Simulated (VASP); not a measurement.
**Hg: single point with PBE+U**

Hg:

```
CELL_PARAMETERS angstrom
2.23398 -2.04586 0.00000
2.23398 2.04586 0.00000
-0.34874 0.00000 3.03980
ATOMIC_POSITIONS crystal
Hg 0.50000 0.50000 0.50000
```

```yaml
Program: VASP 6.6.1
Task: single point
Functional: PBE
Potentials_or_basis: VASP PAW PBE potentials, release 64 (Hg)
Cutoff: 500 eV
k_mesh: 2 × 2 × 2
Occupations: gaussian, width 0.1 eV
Spin: collinear spin, ferromagnetic start
Starting_moments: "[0.1] μB"
Hubbard_terms: Hg d U = 4.5 eV
Dipole_correction: no
Further_INCAR_settings: ALGO = Normal; EDIFF = 1e-06; NBANDS = 16
```

| Quantity | Value |
| --- | --- |
| Pressure | 8.1 GPa |
| Net moment | 0.21 μB per cell |
| Site moments | Hg +0.17 μB |
| Valence electrons inside the program's atomic spheres | Hg 10.72 |

Stress tensor (GPa, compression positive):
```
 4.58  0.00 -1.03
 0.00  7.38  0.00
-1.03  0.00 12.43
```

Levels at points of the mesh, in eV from the Fermi level:
Spin up:
```
           k point  band 4  band 5  band 6  band 7  band 8  band 9
(0.00, 0.00, 0.00)   -8.19   -8.18   -8.12    9.49    9.85    9.91
(0.50, 0.00, 0.00)   -8.64   -8.14   -3.56   -1.84   12.42   12.72
(0.50, 0.50, 0.00)   -8.61   -7.73    0.09    0.76    2.04    6.51
(0.00, 0.00, 0.50)   -8.62   -8.12   -3.74   -1.85   12.65   12.69
(0.50, 0.00, 0.50)   -8.57   -7.73   -0.08    0.75    1.94    6.43
(0.50, 0.50, 0.50)   -7.71   -7.71    3.08    3.67    5.22    5.27
```
Spin down:
```tsv
k point	band 3	band 4	band 5	band 6	band 7	band 8
(0.00, 0.00, 0.00)	-8.31	-8.10	-8.10	-8.03	9.66	9.99
(0.50, 0.00, 0.00)	-8.64	-8.55	-8.06	-3.42	-1.73	12.56
(0.50, 0.50, 0.00)	-8.56	-8.51	-7.57	0.22	0.90	2.18
(0.00, 0.00, 0.50)	-8.60	-8.53	-8.05	-3.57	-1.78	12.80
(0.50, 0.00, 0.50)	-8.53	-8.49	-7.60	0.10	0.86	2.06
(0.50, 0.50, 0.50)	-9.29	-7.59	-7.55	3.23	3.84	5.40
```

Eigenvalues of the final occupation matrices:
```csv
site,spin,trace,eigenvalues
site 1 d,1,4.90,0.97 0.97 0.97 0.99 1.00
site 1 d,2,4.87,0.97 0.97 0.97 0.98 0.98
```

It took 11 s on 1 thread of Intel(R) Xeon(R) Platinum 8175M CPU @ 2.50GHz (Skylake/Cascade Lake) (shared host), peak memory 0.14 GiB.

Caveat: the k points lie up to 1.04 Å⁻¹ apart; spin-orbit coupling is left out, which moves the levels of the heavy elements; the U is typed as a test and isn't derived for this compound. The state reached can hang on the start; a lower one may exist.
